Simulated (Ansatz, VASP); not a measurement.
## C: VASP beside Ansatz

File INCAR:

```
ALGO = Normal
EDIFF = 1E-6
ENCUT = 600
GGA = PE
GGA_COMPAT = False
ISIF = 2
ISMEAR = 0
IVDW = 12
LASPH = True
LCHARG = True
LELF = True
LREAL = False
LVHAR = True
LWAVE = False
NBANDS = 11
NELM = 120
PREC = Accurate
SIGMA = 0.02
```

KPOINTS

```
k-points
0
Gamma
  12 12 12
```

POSCAR

```
C
1.0
    0.0000000000      1.7784858938      1.7784858938
    1.7784858938      0.0000000000      1.7784858938
    1.7784858938      1.7784858938      0.0000000000
C
2
Direct
    0.0000000000      0.0000000000      0.0000000000
    0.2500000000      0.2500000000      0.2500000000
```

Input for Ansatz:

```yaml
crystal:
  lattice:
    - [0.0, 1.7784858938, 1.7784858938]
    - [1.7784858938, 0.0, 1.7784858938]
    - [1.7784858938, 1.7784858938, 0.0]
  atoms:
    - { symbol: C, position: [0.0, 0.0, 0.0] }
    - { symbol: C, position: [0.25, 0.25, 0.25] }
basis:
  ecutwfc: 420
kpoints:
  mp_grid: { grid: [12, 12, 12] }
  band_path:
    path:
      - [[0.0, 0.0, 0.0], [0.5, 0.0, 0.5], [0.625, 0.25, 0.625]]
      - [[0.375, 0.375, 0.75], [0.0, 0.0, 0.0], [0.5, 0.5, 0.5], [0.5, 0.25, 0.75], [0.5, 0.0, 0.5]]
    npoints: 10
hamiltonian:
  xc: pbe
  dispersion: d3bj
  pseudopotentials: { kind: paw, azcp: { folder: soft_1 } }
scf:
  occupations: { method: gaussian, width: 0.02 }
  n_extra_bands: 7
output:
  forces: true
  stress: true
  eigenvalues: true
```

Alike in both runs: task single point; functional PBE; dispersion D3(BJ); k mesh 12 × 12 × 12; occupations gaussian, width 0.02 eV; no spin polarisation.

|  | VASP | Ansatz |
| --- | --- | --- |
| version | VASP 6.6.1 | Ansatz 0.2.0 |
| potentials or method | VASP PAW PBE potentials, release 64 (C), cutoff 600 eV | scalar-relativistic, plane waves, PAW |
| valence electrons in the cell | 8 | 8 |

```csv
,VASP,Ansatz,Ansatz less VASP
gap on the k mesh at the Fermi level (eV),4.17,4.18,+0.007
least direct gap on the mesh (eV),5.61,5.62,+0.002
pressure (GPa),0.0,0.0,-0.01
```
